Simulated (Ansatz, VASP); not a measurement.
Rb2Na: VASP beside Ansatz

```
CELL_PARAMETERS angstrom
0.00000 6.15775 6.15775
6.15775 0.00000 6.15775
6.15775 6.15775 0.00000
ATOMIC_POSITIONS crystal
Rb 0.12500 0.12500 0.12500
Rb 0.62500 0.12500 0.12500
Rb 0.12500 0.12500 0.62500
Rb 0.12500 0.62500 0.12500
Na 0.50000 0.50000 0.50000
Na 0.75000 0.75000 0.75000
```

Alike in both runs: functional PBE; k mesh 6 × 6 × 6; occupations gaussian, width 0.1 eV; no spin polarisation.

Ansatz relaxed the structure, and its values are those at the end. VASP's run is a single point on that final structure, the one shown.

```csv
,VASP,Ansatz
version,VASP 6.6.1,Ansatz 0.2.0
potentials or method,"VASP PAW PBE potentials, release 64 (Rb_sv, Na_pv), cutoff 520 eV","scalar-relativistic, plane waves, PAW"
valence electrons in the cell,50,54
```

```tsv
	VASP	Ansatz	Ansatz less VASP
gap on the k mesh at the Fermi level (eV)	none	none	-
pressure (GPa)	0.0	0.0	0.00
```

A gap of «none» marks a metal or a gap that the smearing closes. VASP's potentials hold 50 valence electrons a cell and Ansatz's 54, so a difference there can come from the potentials and not from the codes.
